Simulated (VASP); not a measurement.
# GaN (F-43m) in VASP: notebook

GaN is run at these levels: r2SCAN; tasks: single point, relaxation of cell and atoms.

Everything below comes from runs of VASP 6.6.1. Logs are shortened: lines on timing, memory, paths and dates and some standing lists are left out, and cuts for length are marked.

## (1) The cell of the first run

It takes space group F-43m (No. 216, cubic). The conventional cell has a = 4.507 Å, b = 4.507 Å, c = 4.507 Å, α = 90.00°, β = 90.00°, γ = 90.00°. Ga (site symmetry -43m) has 4 N at 1.95 Å within 2.6 Å. Within 2.6 Å of N (site symmetry -43m) lie 4 Ga at 1.95 Å.

## (2) Single point, r2SCAN

POSCAR

```
GaN
1.0
    0.0000000000      2.2535006100      2.2535006100
    2.2535006100      0.0000000000      2.2535006100
    2.2535006100      2.2535006100      0.0000000000
Ga N
1 1
Direct
    0.0000000000      0.0000000000      0.0000000000
    0.2500000000      0.2500000000      0.2500000000
```

INCAR.step1

```
SYSTEM = GaN
ALGO = Normal ; EDIFF = 1E-4
ENCUT = 520 ; GGA = PE
ISMEAR = 0 ; LASPH = .TRUE.
LCHARG = .FALSE. ; LREAL = .FALSE.
LWAVE = .TRUE. ; NBANDS = 16
NELM = 100 ; PREC = Accurate
SIGMA = 0.1
```

INCAR.step2

```
SYSTEM = GaN
ALGO = Normal ; EDIFF = 1E-6
ENCUT = 520 ; ISIF = 2
ISMEAR = 0 ; ISTART = 1
LASPH = .TRUE. ; LCHARG = .TRUE.
LELF = .TRUE. ; LMIXTAU = .TRUE.
LREAL = .FALSE. ; LVHAR = .TRUE.
LWAVE = .FALSE. ; METAGGA = R2SCAN
NBANDS = 16 ; NELM = 100
PREC = Accurate ; SIGMA = 0.1
```

KPOINTS

```
k-points
0
G
  8 8 8
  0 0 0
```

Potentials or basis: VASP PAW PBE potentials, release 64 (Ga_d, N).

Command:

```
$ cat potpaw_PBE.64/Ga_d/POTCAR potpaw_PBE.64/N/POTCAR > POTCAR
$ cp INCAR.step1 INCAR
$ mpirun -np 1 vasp_std > vasp.out
$ cp INCAR.step2 INCAR
$ mpirun -np 1 vasp_std > vasp.out
```

OUTCAR:

```text
SYSTEM = GaN
   EDIFF = 1E-6
   ENCUT = 520
   ISIF = 2
   ISMEAR = 0
   ISTART = 1
   LASPH = .TRUE.
   LREAL = .FALSE.
   METAGGA = R2SCAN
   NELM = 100
   PREC = Accurate

 ion  position               nearest neighbor table
   1  0.000  0.000  0.000-   2 1.95   2 1.95   2 1.95   2 1.95
   2  0.250  0.250  0.250-   1 1.95   1 1.95   1 1.95   1 1.95

  LATTYP: Found a face centered cubic cell.
 ALAT       =     4.5070012200

  Lattice vectors:

 A1 = (   0.0000000000,   2.2535006100,   2.2535006100)
 A2 = (   2.2535006100,   0.0000000000,   2.2535006100)
 A3 = (   2.2535006100,   2.2535006100,   0.0000000000)

Analysis of symmetry for initial positions (statically):
=====================================================================
 Subroutine PRICEL returns:
 Original cell was already a primitive cell.

 Routine SETGRP: Setting up the symmetry group for a
 face centered cubic supercell.

 Subroutine GETGRP returns: Found 24 space group operations
 (whereof 24 operations were pure point group operations)
 out of a pool of 48 trial point group operations.

The static configuration has the point symmetry T_d .

Analysis of symmetry for dynamics (positions and initial velocities):
=====================================================================
 Subroutine PRICEL returns:
 Original cell was already a primitive cell.

 Routine SETGRP: Setting up the symmetry group for a
 face centered cubic supercell.

 Subroutine GETGRP returns: Found 24 space group operations
 (whereof 24 operations were pure point group operations)
 out of a pool of 48 trial point group operations.

The dynamic configuration has the point symmetry T_d .

 Subroutine INISYM returns: Found 24 space group operations
 (whereof 24 operations are pure point group operations),
 and found     1 'primitive' translations

----------------------------------------------------------------------------------------

                                     Primitive cell

  volume of cell :      22.8877

  direct lattice vectors                    reciprocal lattice vectors
     0.000000000  2.253500610  2.253500610    -0.221877020  0.221877020  0.221877020
     2.253500610  0.000000000  2.253500610     0.221877020 -0.221877020  0.221877020
     2.253500610  2.253500610  0.000000000     0.221877020  0.221877020 -0.221877020

  length of vectors
     3.186931125  3.186931125  3.186931125     0.384302272  0.384302272  0.384302272

  position of ions in fractional coordinates (direct lattice)
     0.000000000  0.000000000  0.000000000
     0.250000000  0.250000000  0.250000000

  ion indices of the primitive-cell ions
   primitive index   ion index
                 1           1
                 2           2

----------------------------------------------------------------------------------------

 KPOINTS: k-points

Automatic generation of k-mesh.
 Grid dimensions read from file:
 generate k-points for:    8    8    8

 Generating k-lattice:

  Cartesian coordinates                     Fractional coordinates (reciprocal lattice)
    -0.027734628  0.027734628  0.027734628     0.125000000  0.000000000  0.000000000
     0.027734628 -0.027734628  0.027734628     0.000000000  0.125000000  0.000000000
     0.027734628  0.027734628 -0.027734628     0.000000000  0.000000000  0.125000000

  Length of vectors
     0.048037784  0.048037784  0.048037784

  Shift w.r.t. Gamma in fractional coordinates (k-lattice)
     0.000000000  0.000000000  0.000000000

 Subroutine IBZKPT returns following result:
 ===========================================

 Found     29 irreducible k-points:

 Following reciprocal coordinates:
            Coordinates               Weight
  0.000000  0.000000  0.000000      1.000000
  0.125000  0.000000  0.000000      8.000000
  0.250000  0.000000  0.000000      8.000000
  0.375000  0.000000  0.000000      8.000000
  0.500000  0.000000  0.000000      4.000000
  0.125000  0.125000  0.000000      6.000000
[... 16 lines left out ...]
  0.500000  0.250000  0.125000     48.000000
 -0.375000  0.250000  0.125000     24.000000
 [... further k-points ...]
   k-points           NKPTS =     29   k-points in BZ     NKDIM =     29   number of bands    NBANDS=     16
   number of dos      NEDOS =    301   number of ions     NIONS =      2
   total plane-waves  NPLWV =  13824
   dimension x,y,z NGX =    24 NGY =   24 NGZ =   24
   dimension x,y,z NGXF=    48 NGYF=   48 NGZF=   48
   ions per type =               1   1
   NGX,Y,Z   is equivalent  to a cutoff of  12.52, 12.52, 12.52 a.u.
   NGXF,Y,Z  is equivalent  to a cutoff of  25.04, 25.04, 25.04 a.u.
 SYSTEM =  GaN
   PREC   = accura    normal or accurate (medium, high low for compatibility)
   ISTART =      1    job   : 0-new  1-cont  2-samecut
   ICHARG =      0    charge: 1-file 2-atom 10-const
   ISPIN  =      1    spin polarized calculation?
   LNONCOLLINEAR =      F non collinear calculations
   LSORBIT =      F    spin-orbit coupling
   LASPH  =      T    aspherical Exc in radial PAW
   ENCUT  =  520.0 eV  38.22 Ry    6.18 a.u.   5.93  5.93  5.93*2*pi/ulx,y,z
   NELM   =    100;   NELMIN=  2; NELMDL=  0     # of ELM steps
   EDIFF  = 0.1E-05   stopping-criterion for ELM
   LREAL  =      F    real-space projection
   EDIFFG = 0.1E-04   stopping-criterion for IOM
   NSW    =      0    number of steps for IOM
   IBRION =     -1    ionic relax: 0-MD 1-quasi-New 2-CG
   NFREE  =      0    steps in history (QN), initial steepest desc. (CG)
   ISIF   =      2    stress and relaxation
   ISYM   =      2    0-nonsym 1-usesym 2-fastsym
   POTIM  = 0.5000    time-step for ionic-motion
   TEBEG  =    0.0;   TEEND  =   0.0 temperature during run
   PSTRESS=    0.0 pullay stress
   NELECT =      18.0000    total number of electrons
   NUPDOWN=      -1.0000    fix difference up-down
   EMIN   =  10.00;   EMAX   =-10.00  energy-range for DOS
   EFERMI =   0.00;   METHOD = LEGACY
   ISMEAR =     0;   SIGMA  =   0.10  broadening in eV -4-tet -1-fermi 0-gaus
   EFERMI_NEDOS =   21; number of points for ismear=-14 and -15
   IALGO  =     38    algorithm
   IMIX   =      4    mixing-type and parameters
     AMIX     =   0.40;   BMIX     =  1.00
     AMIX_MAG =   1.60;   BMIX_MAG =  1.00
  volume/ion in A,a.u.               =      11.44        77.23
  Fermi-wavevector in a.u.,A,eV,Ry     =   1.511117  2.855596 31.068543  2.283473
  Thomas-Fermi vector in A             =   2.621216
   LORBIT       =      0    0 simple, 1 ext, 2 COOP (PROOUT), +10 PAW based schemes
   METAGGA = R2SCAN    functional components
   LHFCALC =     F    Hartree Fock is set to
   AEXX    =    0.0000 exact exchange contribution
   IVDW    =     0    specifies the selected vdW correction
   LEPSILON=     F    determine dielectric tensor
   LRPA    =     F    only Hartree local field effects (RPA)
 non-spin polarized calculation
 Gauss-broadening in eV      SIGMA  =   0.10
  energy-cutoff  :      520.00
  volume of cell :       22.89
 maximum number of plane-waves:       636
   NGX = 11   NGY = 11   NGZ = 11

 number of electron      18.0000004 magnetization

 Free energy of the ion-electron system (eV)
  ---------------------------------------------------
  ext. energy  EPLUGINS =         0.00000000
  ---------------------------------------------------
  free energy    TOTEN  =       -21.89653713 eV

  energy without entropy =      -21.89653713  energy(sigma->0) =      -21.89653713

 E-fermi :   5.4884     XC(G=0): -12.6348

 val. band max:        5.0168986813   @ k =   0.0000   0.0000   0.0000
 cond. band min:       7.1360272054   @ k =   0.0000   0.0000   0.0000
 fundamental gap:      2.1191285241
 Fermi energy:         5.4883869537

 k-point     1 :       0.0000    0.0000    0.0000
  band No.  band energies     occupation
      1     -11.7137      2.00000
      2      -8.8140      2.00000
      3      -8.8140      2.00000
      4      -8.8140      2.00000
      5      -8.4635      2.00000
      6      -8.4635      2.00000
[... 8 lines left out ...]
     15      24.7423      0.00000
     16      24.7423      0.00000

 k-point     2 :       0.1250    0.0000    0.0000
  band No.  band energies     occupation
      1     -11.5445      2.00000
      2      -8.7926      2.00000
      3      -8.7925      2.00000
      4      -8.7478      2.00000
      5      -8.4650      2.00000
      6      -8.4650      2.00000
[... 8 lines left out ...]
     15      23.0176      0.00000
     16      23.1350      0.00000

 k-point     3 :       0.2500    0.0000    0.0000
  band No.  band energies     occupation
      1     -11.1558      2.00000
      2      -8.7494      2.00000
      3      -8.7493      2.00000
      4      -8.4588      2.00000
      5      -8.4588      2.00000
      6      -8.4550      2.00000
[... 8 lines left out ...]
     15      22.6461      0.00000
     16      22.6462      0.00000

 k-point     4 :       0.3750    0.0000    0.0000
  band No.  band energies     occupation
      1     -10.8351      2.00000
      2      -8.7228      2.00000
      3      -8.7228      2.00000
      4      -8.4343      2.00000
      5      -8.4343      2.00000
      6      -7.8127      2.00000
[... 8 lines left out ...]
     15      24.1950      0.00000
     16      24.1950      0.00000
[... 324 lines left out ...]
 k-point    22 :       0.3750    0.2500    0.1250
  band No.  band energies     occupation
      1     -10.9037      2.00000
      2      -8.7024      2.00000
      3      -8.6829      2.00000
      4      -8.5491      2.00000
      5      -8.4352      2.00000
      6      -8.1145      2.00000
[... 8 lines left out ...]
     15      25.0391      0.00000
     16      27.3605      0.00000

 k-point    23 :       0.5000    0.2500    0.1250
  band No.  band energies     occupation
      1     -10.6896      2.00000
      2      -8.6916      2.00000
      3      -8.6491      2.00000
      4      -8.5135      2.00000
      5      -8.4290      2.00000
      6      -7.4672      2.00000
[... 8 lines left out ...]
     15      25.1926      0.00000
     16      27.1154      0.00000

 k-point    24 :      -0.3750    0.2500    0.1250
  band No.  band energies     occupation
      1     -10.6208      2.00000
      2      -8.6954      2.00000
      3      -8.6361      2.00000
      4      -8.4855      2.00000
      5      -8.4320      2.00000
      6      -7.0455      2.00000
[... 8 lines left out ...]
     15      24.7323      0.00000
     16      27.0859      0.00000

 [... further k-points ...]
[... 5 lines left out ...]
  --------------------------------------------------------------------------------------
  -------------------------------------------------------------------------------------
  Total       -0.0212118     -0.0212118     -0.0212118      0.0000000      0.0000000     -0.0000000
  in kB       -1.4848616     -1.4848616     -1.4848616      0.0000000      0.0000000     -0.0000000
  external PRESSURE =      -1.4848616 kB  Pullay stress =       0.0000000 kB

 VOLUME and BASIS-vectors are now :
 -----------------------------------------------------------------------------
  energy-cutoff  :      520.00
  volume of cell :       22.89
      direct lattice vectors                 reciprocal lattice vectors
     0.000000000  2.253500610  2.253500610    -0.221877020  0.221877020  0.221877020
     2.253500610  0.000000000  2.253500610     0.221877020 -0.221877020  0.221877020
     2.253500610  2.253500610  0.000000000     0.221877020  0.221877020 -0.221877020

 POSITION                                       TOTAL-FORCE (eV/Angst)
 -----------------------------------------------------------------------------------
      0.00000      0.00000      0.00000        -0.000000      0.000000      0.000000
      1.12675      1.12675      1.12675         0.000000      0.000000     -0.000000
 -----------------------------------------------------------------------------------
    total drift:                                0.000009      0.000009      0.000009

  FREE ENERGIE OF THE ION-ELECTRON SYSTEM (eV)
  ---------------------------------------------------
  free  energy   TOTEN  =       -21.8965371258 eV

  energy  without entropy=      -21.8965371258  energy(sigma->0) =      -21.89653713
```

It took 32 s on 1 thread of Intel Xeon 8259CL, shared host; peak memory 0.15 GiB.

Results:

* Free energy: -21.8965 eV
* Pressure: -0.1 GPa
* Band gap on the k mesh: 2.12 eV

Levels at points of the mesh, in eV from the valence-band top:
```csv
k point,band 7,band 8,band 9,band 10,band 11,band 12
"(0.00, 0.00, 0.00)",0.00,0.00,0.00,2.12,11.00,11.00
"(0.50, 0.00, 0.00)",-7.16,-1.00,-1.00,5.16,9.44,11.00
"(0.50, 0.50, 0.00)",-6.22,-2.78,-2.78,3.77,7.24,12.58
```

Caveat: the PAW data sets were made with another functional, which shifts forces and pressure a little.

## (3) Single point, r2SCAN

This run uses another cell than the first one, of 11.38 Å³/atom.

POSCAR

```
GaN
1.0
    0.0000000000      2.2490778392      2.2490778392
    2.2490778392      0.0000000000      2.2490778392
    2.2490778392      2.2490778392      0.0000000000
Ga N
1 1
Direct
    0.0000000000      0.0000000000      0.0000000000
    0.2500000000      0.2500000000      0.2500000000
```

INCAR.step1

```
ALGO = Normal ; EDIFF = 1E-4
ENCUT = 520 ; GGA = PE
ISMEAR = 0 ; LASPH = True
LCHARG = False ; LREAL = False
LWAVE = True ; NBANDS = 16
NELM = 60 ; PREC = Accurate
SIGMA = 0.02
```

INCAR.step2

```
ALGO = Normal ; EDIFF = 1E-6
ENCUT = 520 ; ISIF = 2
ISMEAR = 0 ; ISTART = 1
LASPH = True ; LCHARG = True
LELF = True ; LMIXTAU = True
LREAL = False ; LVHAR = True
LWAVE = False ; METAGGA = R2SCAN
NBANDS = 16 ; NELM = 60
PREC = Accurate ; SIGMA = 0.02
```

KPOINTS

```
k-points
0
Gamma
  10 10 10
```

Potentials or basis: VASP PAW PBE potentials, release 64 (Ga_d, N).

Command:

```
$ cat potpaw_PBE.64/Ga_d/POTCAR potpaw_PBE.64/N/POTCAR > POTCAR
$ cp INCAR.step1 INCAR
$ mpirun -np 1 vasp_std > vasp.out
$ cp INCAR.step2 INCAR
$ mpirun -np 1 vasp_std > vasp.out
```

Run time: 51 s. Hardware: 1 thread of Intel Xeon 8259CL, shared host; peak memory 0.15 GiB.

The run converged. Its results:

| Quantity | Value |
| --- | --- |
| Free energy | -21.8964 eV |
| Pressure | 1.0 GPa |
| Band gap on the k mesh | 2.16 eV |

Levels at points of the mesh, in eV from the valence-band top:
| k point | band 7 | band 8 | band 9 | band 10 | band 11 | band 12 |
| --- | --- | --- | --- | --- | --- | --- |
| (0.00, 0.00, 0.00) | 0.00 | 0.00 | 0.00 | 2.16 | 11.04 | 11.04 |
| (0.50, 0.00, 0.00) | -7.20 | -1.00 | -1.00 | 5.20 | 9.47 | 11.03 |
| (0.50, 0.50, 0.00) | -6.24 | -2.80 | -2.80 | 3.77 | 7.28 | 12.63 |

Caveat: the PAW data sets were made with another functional, which shifts forces and pressure a little.

[end of part 1 of 2]
